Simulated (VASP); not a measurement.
# BiTe (R-3m) in VASP: a series of runs

BiTe is run at these levels: PBE; tasks: single point.

All numbers are computed with VASP 6.6.1; they aren't measurements. Logs are shortened: lines on timing, memory, paths and dates and some standing lists are left out, and cuts for length are marked.

**1. The cell of the first run**

It takes space group R-3m (No. 166, trigonal). The conventional cell has a = 4.981 Å, b = 4.981 Å, c = 9.403 Å, α = 90.00°, β = 90.00°, γ = 120.00°. Within 4.3 Å of Bi (site symmetry -3m) lie 6 Te at 3.28 Å and 6 Bi at 4.25 Å. Within 4.3 Å of Te (site symmetry -3m) lie 6 Bi at 3.28 Å and 6 Te at 4.25 Å.

**2. Single point, PBE**

File INCAR:

```
SYSTEM = BiTe
  PREC = Accurate
  ENCUT = 520
  EDIFF = 1E-6
  ISMEAR = 0
  SIGMA = 0.15
  LREAL = .FALSE.
  LASPH = .TRUE.
  NELM = 60
  ALGO = Normal
  ISIF = 2
  LWAVE = .FALSE.
  LCHARG = .TRUE.
  GGA = PE
  LELF = .TRUE.
  LVHAR = .TRUE.
  NBANDS = 18
```

File KPOINTS:

```
regular mesh
0
G
  18 18 18
  0 0 0
```

File POSCAR:

```
BiTe
1.0
    2.4905641194      1.4379278648      3.1341890376
   -2.4905641194      1.4379278648      3.1341890376
    0.0000000000     -2.8758557296      3.1341890376
Bi Te
1 1
Direct
    0.5000000000      0.5000000000      0.5000000000
    0.0000000000      0.0000000000      0.0000000000
```

Potentials or basis: VASP PAW PBE potentials, release 64 (Bi_d, Te).

Command:

```console
$ cat potpaw_PBE.64/Bi_d/POTCAR potpaw_PBE.64/Te/POTCAR > POTCAR
$ mpirun -np 1 vasp_std > vasp.out
```

OUTCAR:

```text
SYSTEM = BiTe
   PREC = Accurate
   ENCUT = 520
   EDIFF = 1E-6
   ISMEAR = 0
   LREAL = .FALSE.
   LASPH = .TRUE.
   NELM = 60
   ISIF = 2
   GGA = PE

 ion  position               nearest neighbor table
   1  0.500  0.500  0.500-   2 3.28   2 3.28   2 3.28   2 3.28   2 3.28   2 3.28
   2  0.000  0.000  0.000-   1 3.28   1 3.28   1 3.28   1 3.28   1 3.28   1 3.28

  LATTYP: Found a trigonal (rhomboedric) cell.
 ALAT       =     4.2536674883
 COS(alpha) =     0.3143564826

  Lattice vectors:

 A1 = (   2.4905641194,   1.4379278648,   3.1341890376)
 A2 = (  -2.4905641194,   1.4379278648,   3.1341890376)
 A3 = (   0.0000000000,  -2.8758557296,   3.1341890376)

Analysis of symmetry for initial positions (statically):
=====================================================================
 Subroutine PRICEL returns:
 Original cell was already a primitive cell.

 Routine SETGRP: Setting up the symmetry group for a
 trigonal (rhombohedral) supercell.

 Subroutine GETGRP returns: Found 12 space group operations
 (whereof 12 operations were pure point group operations)
 out of a pool of 12 trial point group operations.

The static configuration has the point symmetry D_3d.

Analysis of symmetry for dynamics (positions and initial velocities):
=====================================================================
 Subroutine PRICEL returns:
 Original cell was already a primitive cell.

 Routine SETGRP: Setting up the symmetry group for a
 trigonal (rhombohedral) supercell.

 Subroutine GETGRP returns: Found 12 space group operations
 (whereof 12 operations were pure point group operations)
 out of a pool of 12 trial point group operations.

The dynamic configuration has the point symmetry D_3d.

 Subroutine INISYM returns: Found 12 space group operations
 (whereof 12 operations are pure point group operations),
 and found     1 'primitive' translations

----------------------------------------------------------------------------------------

                                     Primitive cell

  volume of cell :      67.3459

  direct lattice vectors                    reciprocal lattice vectors
     2.490564119  1.437927865  3.134189038     0.200757730  0.115907530  0.106353934
    -2.490564119  1.437927865  3.134189038    -0.200757730  0.115907530  0.106353934
     0.000000000 -2.875855730  3.134189038     0.000000000 -0.231815059  0.106353934

  length of vectors
     4.253667488  4.253667488  4.253667488     0.255047801  0.255047801  0.255047801

  position of ions in fractional coordinates (direct lattice)
     0.500000000  0.500000000  0.500000000
     0.000000000  0.000000000  0.000000000

  ion indices of the primitive-cell ions
   primitive index   ion index
                 1           1
                 2           2

----------------------------------------------------------------------------------------

 KPOINTS: regular mesh

Automatic generation of k-mesh.
 Grid dimensions read from file:
 generate k-points for:   18   18   18

 Generating k-lattice:

  Cartesian coordinates                     Fractional coordinates (reciprocal lattice)
     0.011153207  0.006439307  0.005908552     0.055555556  0.000000000 -0.000000000
    -0.011153207  0.006439307  0.005908552     0.000000000  0.055555556 -0.000000000
     0.000000000 -0.012878614  0.005908552    -0.000000000 -0.000000000  0.055555556

  Length of vectors
     0.014169322  0.014169322  0.014169322

  Shift w.r.t. Gamma in fractional coordinates (k-lattice)
     0.000000000  0.000000000  0.000000000

 Subroutine IBZKPT returns following result:
 ===========================================

 Found    580 irreducible k-points:

 Following reciprocal coordinates:
            Coordinates               Weight
  0.000000  0.000000  0.000000      1.000000
  0.055556 -0.000000  0.000000      6.000000
  0.111111 -0.000000  0.000000      6.000000
  0.166667 -0.000000  0.000000      6.000000
  0.222222  0.000000  0.000000      6.000000
  0.277778 -0.000000  0.000000      6.000000
[... 16 lines left out ...]
 -0.277778  0.055556 -0.000000     12.000000
 -0.222222  0.055556  0.000000     12.000000
 [... further k-points ...]
   k-points           NKPTS =    580   k-points in BZ     NKDIM =    580   number of bands    NBANDS=     18
   number of dos      NEDOS =    301   number of ions     NIONS =      2
   total plane-waves  NPLWV =  32768
   dimension x,y,z NGX =    32 NGY =   32 NGZ =   32
   dimension x,y,z NGXF=    64 NGYF=   64 NGZF=   64
   ions per type =               1   1
   NGX,Y,Z   is equivalent  to a cutoff of  12.51, 12.51, 12.51 a.u.
   NGXF,Y,Z  is equivalent  to a cutoff of  25.01, 25.01, 25.01 a.u.
 SYSTEM =  BiTe
   PREC   = accura    normal or accurate (medium, high low for compatibility)
   ISTART =      0    job   : 0-new  1-cont  2-samecut
   ICHARG =      2    charge: 1-file 2-atom 10-const
   ISPIN  =      1    spin polarized calculation?
   LNONCOLLINEAR =      F non collinear calculations
   LSORBIT =      F    spin-orbit coupling
   LASPH  =      T    aspherical Exc in radial PAW
   ENCUT  =  520.0 eV  38.22 Ry    6.18 a.u.   7.91  7.91  7.91*2*pi/ulx,y,z
   NELM   =     60;   NELMIN=  2; NELMDL= -5     # of ELM steps
   EDIFF  = 0.1E-05   stopping-criterion for ELM
   LREAL  =      F    real-space projection
   EDIFFG = 0.1E-04   stopping-criterion for IOM
   NSW    =      0    number of steps for IOM
   IBRION =     -1    ionic relax: 0-MD 1-quasi-New 2-CG
   NFREE  =      0    steps in history (QN), initial steepest desc. (CG)
   ISIF   =      2    stress and relaxation
   ISYM   =      2    0-nonsym 1-usesym 2-fastsym
   POTIM  = 0.5000    time-step for ionic-motion
   TEBEG  =    0.0;   TEEND  =   0.0 temperature during run
   PSTRESS=    0.0 pullay stress
   NELECT =      21.0000    total number of electrons
   NUPDOWN=      -1.0000    fix difference up-down
   EMIN   =  10.00;   EMAX   =-10.00  energy-range for DOS
   EFERMI =   0.00;   METHOD = LEGACY
   ISMEAR =     0;   SIGMA  =   0.15  broadening in eV -4-tet -1-fermi 0-gaus
   EFERMI_NEDOS =   21; number of points for ismear=-14 and -15
   IALGO  =     38    algorithm
   IMIX   =      4    mixing-type and parameters
     AMIX     =   0.40;   BMIX     =  1.00
     AMIX_MAG =   1.60;   BMIX_MAG =  1.00
  volume/ion in A,a.u.               =      33.67       227.24
  Fermi-wavevector in a.u.,A,eV,Ry     =   1.110139  2.097859 16.767948  1.232409
  Thomas-Fermi vector in A             =   2.246687
   LORBIT       =      0    0 simple, 1 ext, 2 COOP (PROOUT), +10 PAW based schemes
   GGA     = PE    functional components
   LHFCALC =     F    Hartree Fock is set to
   AEXX    =    0.0000 exact exchange contribution
   IVDW    =     0    specifies the selected vdW correction
   LEPSILON=     F    determine dielectric tensor
   LRPA    =     F    only Hartree local field effects (RPA)
 non-spin polarized calculation
 Gauss-broadening in eV      SIGMA  =   0.15
  energy-cutoff  :      520.00
  volume of cell :       67.35
 maximum number of plane-waves:      1848
   NGX = 15   NGY = 15   NGZ = 15

 number of electron      20.9999990 magnetization

 Free energy of the ion-electron system (eV)
  ---------------------------------------------------
  ext. energy  EPLUGINS =         0.00000000
  ---------------------------------------------------
  free energy    TOTEN  =        -7.16482564 eV

  energy without entropy =       -7.15111458  energy(sigma->0) =       -7.15797011

 E-fermi :   6.5917     XC(G=0):  -9.5081

 val. band max:        6.5913671006   @ k =  -0.0556   0.5000   0.0556
 cond. band min:       6.5985497231   @ k =   0.2778   0.1667   0.0000
 fundamental gap:      0.0071826225
 Fermi energy:         6.5917065281

 k-point     1 :       0.0000    0.0000    0.0000
  band No.  band energies     occupation
      1     -16.6066      2.00000
      2     -16.6066      2.00000
      3     -16.5917      2.00000
      4     -16.5917      2.00000
      5     -16.5743      2.00000
      6      -6.7540      2.00000
[... 10 lines left out ...]
     17      13.8272      0.00000
     18      13.8272      0.00000

 k-point     2 :       0.0556   -0.0000    0.0000
  band No.  band energies     occupation
      1     -16.6066      2.00000
      2     -16.6065      2.00000
      3     -16.5919      2.00000
      4     -16.5915      2.00000
      5     -16.5743      2.00000
      6      -6.7283      2.00000
[... 10 lines left out ...]
     17      13.9268      0.00000
     18      13.9965      0.00000

 k-point     3 :       0.1111   -0.0000    0.0000
  band No.  band energies     occupation
      1     -16.6064      2.00000
      2     -16.6061      2.00000
      3     -16.5925      2.00000
      4     -16.5908      2.00000
      5     -16.5743      2.00000
      6      -6.6512      2.00000
[... 10 lines left out ...]
     17      13.8771      0.00000
     18      14.2556      0.00000

 k-point     4 :       0.1667   -0.0000    0.0000
  band No.  band energies     occupation
      1     -16.6062      2.00000
      2     -16.6056      2.00000
      3     -16.5933      2.00000
      4     -16.5896      2.00000
      5     -16.5742      2.00000
      6      -6.5232      2.00000
[... 375 lines left out ...]
      4     -16.5854      2.00000
      5     -16.5728      2.00000
      6      -5.7449      2.00000
[... 10 lines left out ...]
     17      15.4093      0.00000
     18      15.6871      0.00000

 k-point    23 :      -0.2778    0.0556   -0.0000
  band No.  band energies     occupation
      1     -16.6056      2.00000
      2     -16.6050      2.00000
      3     -16.5953      2.00000
      4     -16.5868      2.00000
      5     -16.5734      2.00000
      6      -6.0286      2.00000
[... 10 lines left out ...]
     17      15.1128      0.00000
     18      15.8322      0.00000

 k-point    24 :      -0.2222    0.0556    0.0000
  band No.  band energies     occupation
      1     -16.6058      2.00000
      2     -16.6052      2.00000
      3     -16.5942      2.00000
      4     -16.5884      2.00000
      5     -16.5739      2.00000
      6      -6.2669      2.00000
[... 10 lines left out ...]
     17      14.8802      0.00000
     18      15.4392      0.00000

 [... further k-points ...]

------------------------ aborting loop because EDIFF is reached ----------------------------------------

  FORCE on cell =-STRESS in cart. coord.  units (eV):
  Direction    XX          YY          ZZ          XY          YZ          ZX
  --------------------------------------------------------------------------------------
  -------------------------------------------------------------------------------------
  Total       -0.6657505     -0.6657505      0.1761778      0.0000000      0.0000000      0.0000000
  in kB      -15.8383826    -15.8383826      4.1913158      0.0000000      0.0000000      0.0000000
  external PRESSURE =      -9.1618165 kB  Pullay stress =       0.0000000 kB

 VOLUME and BASIS-vectors are now :
 -----------------------------------------------------------------------------
  energy-cutoff  :      520.00
  volume of cell :       67.35
      direct lattice vectors                 reciprocal lattice vectors
     2.490564119  1.437927865  3.134189038     0.200757730  0.115907530  0.106353934
    -2.490564119  1.437927865  3.134189038    -0.200757730  0.115907530  0.106353934
     0.000000000 -2.875855730  3.134189038     0.000000000 -0.231815059  0.106353934

 POSITION                                       TOTAL-FORCE (eV/Angst)
 -----------------------------------------------------------------------------------
      0.00000      0.00000      4.70128         0.000000     -0.000000     -0.000000
      0.00000      0.00000      0.00000        -0.000000      0.000000      0.000000
 -----------------------------------------------------------------------------------
    total drift:                               -0.000000      0.000000     -0.000000

  FREE ENERGIE OF THE ION-ELECTRON SYSTEM (eV)
  ---------------------------------------------------
  free  energy   TOTEN  =        -7.1648256430 eV

  energy  without entropy=       -7.1511145793  energy(sigma->0) =       -7.15797011
```

Wall time 9.1 min (1 thread of Oxide Virtual Turin-like, shared host); peak memory 0.7 GiB.

What came out:

```yaml
Free_energy: -7.1648 eV
Pressure: -0.9 GPa
```

Caveat: spin-orbit coupling is left out, which moves the levels of the heavy elements.

**3. Single point, PBE**

This run uses another cell than the first one, of the same volume but with other edges.

File INCAR:

```
ALGO = Normal
EDIFF = 1E-6
ENCUT = 520
GGA = PE
ISIF = 2
ISMEAR = 0
LASPH = True
LCHARG = True
LELF = True
LREAL = False
LVHAR = True
LWAVE = False
NBANDS = 18
NELM = 80
PREC = Accurate
SIGMA = 0.15
```

File KPOINTS:

```
k-points
0
Gamma
  18 18 18
```

File POSCAR:

```
BiTe
1.0
    2.3465479934      1.3547801156      3.5307076547
   -2.3465479934      1.3547801156      3.5307076547
    0.0000000000     -2.7095602313      3.5307076547
Bi Te
1 1
Direct
    0.5000000000      0.5000000000      0.5000000000
    0.0000000000      0.0000000000      0.0000000000
```

Potentials or basis: VASP PAW PBE potentials, release 64 (Bi_d, Te).

Command:

```console
$ cat potpaw_PBE.64/Bi_d/POTCAR potpaw_PBE.64/Te/POTCAR > POTCAR
$ mpirun -np 1 vasp_std > vasp.out
```

Wall time 12 min (1 thread of Oxide Virtual Turin-like, shared host); peak memory 0.73 GiB.

The run converged. Its results:

```
Free energy : -7.1802 eV
Pressure    : 0.7 GPa
```

Stress tensor (GPa, compression positive):
```
0.84 0.00 0.00
0.00 0.84 0.00
0.00 0.00 0.56
```

Levels at points of the mesh, in eV from the Fermi level:
```
           k point  band 7  band 8  band 9  band 10  band 11  band 12  band 13  band 14
(0.00, 0.00, 0.00)   -8.15   -2.77   -2.77    -2.09     1.99     2.29     2.29     4.35
(0.50, 0.00, 0.00)  -11.32   -1.94   -1.83    -1.40    -0.86    -0.65    -0.22     7.11
(0.50, 0.50, 0.00)   -9.96   -5.68   -4.28    -3.75     2.26     3.42     3.67     4.89
(0.50, 0.50, 0.50)  -11.12   -2.16   -2.16    -1.92    -1.19    -0.95    -0.95     7.61
```

Caveat: spin-orbit coupling is left out, which moves the levels of the heavy elements.
